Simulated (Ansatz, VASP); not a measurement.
# Hg: VASP beside Ansatz

File INCAR:

```
SYSTEM = Hg
PREC = Accurate ; ENCUT = 520
EDIFF = 1E-7 ; ISMEAR = 1
SIGMA = 0.1 ; LREAL = .FALSE.
LASPH = .TRUE. ; NELM = 80
ALGO = Normal ; ISIF = 2
LWAVE = .FALSE. ; LCHARG = .TRUE.
GGA = RE ; IVDW = 13
LELF = .TRUE. ; LVHAR = .TRUE.
NBANDS = 19
```

File KPOINTS:

```
regular mesh
0
G
  9 9 5
  0 0 0
```

Contents of POSCAR:

```
Hg
1.0
    3.4150226917      0.0000000000      0.0000000000
   -1.7075113459      2.9574964055      0.0000000000
    0.0000000000      0.0000000000      5.4133831306
Hg
2
Direct
    0.3333333333      0.6666666667      0.2500000000
    0.6666666667      0.3333333333      0.7500000000
```

The input input.yaml:

```yaml
crystal:
  lattice:
    - [3.4150226917, 0.0, 0.0]
    - [-1.7075113459, 2.9574964055, 0.0]
    - [0.0, 0.0, 5.4133831306]
  atoms:
    - { symbol: Hg, position: [0.3333333333, 0.6666666667, 0.25] }
    - { symbol: Hg, position: [0.6666666667, 0.3333333333, 0.75] }
hamiltonian:
  xc: revpbe
  pseudopotentials: { kind: paw }
  dispersion: d4
kpoints:
  mp_grid: { grid: [9, 9, 5] }
scf:
  occupations: { method: methfessel_paxton, width: 0.1 }
output:
  forces: true
  stress: true
  eigenvalues: true
  write_density: true
  write_potential: true
  elf: true
  volumetric_format: npy
```

Alike in both runs: task single point; functional revPBE; dispersion D4; k mesh 9 × 9 × 5; occupations methfessel-paxton of order 1, width 0.1 eV; no spin polarisation.

```csv
,VASP,Ansatz
version,VASP 6.6.1,Ansatz 0.2.0
potentials or method,"VASP PAW PBE potentials, release 64 (Hg)",Ansatz PAW
plane-wave cutoff (eV),520,420
valence electrons in the cell,24,40
```

Ansatz gave:

- gap on the k mesh at the Fermi level (eV): none
- pressure (GPa): -0.3
- traceless stress, the component that is largest in VASP (GPa): 0.37

Question: Estimate VASP's values.

Answer: gap on the k mesh at the Fermi level (eV): none; pressure (GPa): -0.1; traceless stress, the component that is largest in VASP (GPa): 0.37.

VASP's potentials were made for PBE, not for revPBE. A gap of «none» marks a metal or a gap that the smearing closes. VASP's potentials hold 24 valence electrons a cell and Ansatz's 40, so a difference there can come from the potentials and not from the codes.

Spin-orbit coupling is off throughout.
